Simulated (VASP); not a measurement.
A run of VASP 6.6.1 is set up as follows.

File INCAR:

```
SYSTEM = HfB3N
PREC = Accurate ; ENCUT = 600
EDIFF = 1E-6 ; ISMEAR = 0
SIGMA = 0.2 ; LREAL = .False.
LASPH = .True. ; NELM = 120
ALGO = Normal ; ISIF = 2
LWAVE = .False. ; LCHARG = .True.
GGA = PE ; LELF = .True.
LVHAR = .True. ; NBANDS = 20
GGA_COMPAT = .False.
```

File KPOINTS:

```
regular mesh
0
Gamma
  6 6 6
  0 0 0
```

POSCAR

```
HfB3N
1.0
   -1.7983568312      1.7983568312      3.3087415518
    1.7983568312     -1.7983568312      3.3087415518
    1.7983568312      1.7983568312     -3.3087415518
Hf B N
1 3 1
Direct
    0.2500000000      0.7500000000      0.5000000000
    0.8875417328      0.3875417328      0.5000000000
    0.6124582672      0.1124582672      0.5000000000
    0.0000000000      0.0000000000      0.0000000000
    0.5000000000      0.5000000000      0.0000000000
```

Potentials or basis: VASP PAW PBE potentials, release 64 (Hf_pv, B, N).

Run with:

```sh
$ cat potpaw_PBE.64/Hf_pv/POTCAR potpaw_PBE.64/B/POTCAR potpaw_PBE.64/N/POTCAR > POTCAR
$ mpirun -np 1 vasp_std > vasp.out
```

Estimate the pressure.

-1.8 GPa.

Predict the band gap on the k mesh.

zero (bands 12 and 13 overlap by 2.05 eV).

Forces in eV/Å, atoms in the order of the input:
```
Hf   0.000  0.000  0.000
B    0.000  0.000  0.011
B    0.000  0.000 -0.011
B    0.000  0.000  0.000
N    0.000  0.000  0.000
```

Caveat: spin-orbit coupling is left out, which moves the levels of the heavy elements.
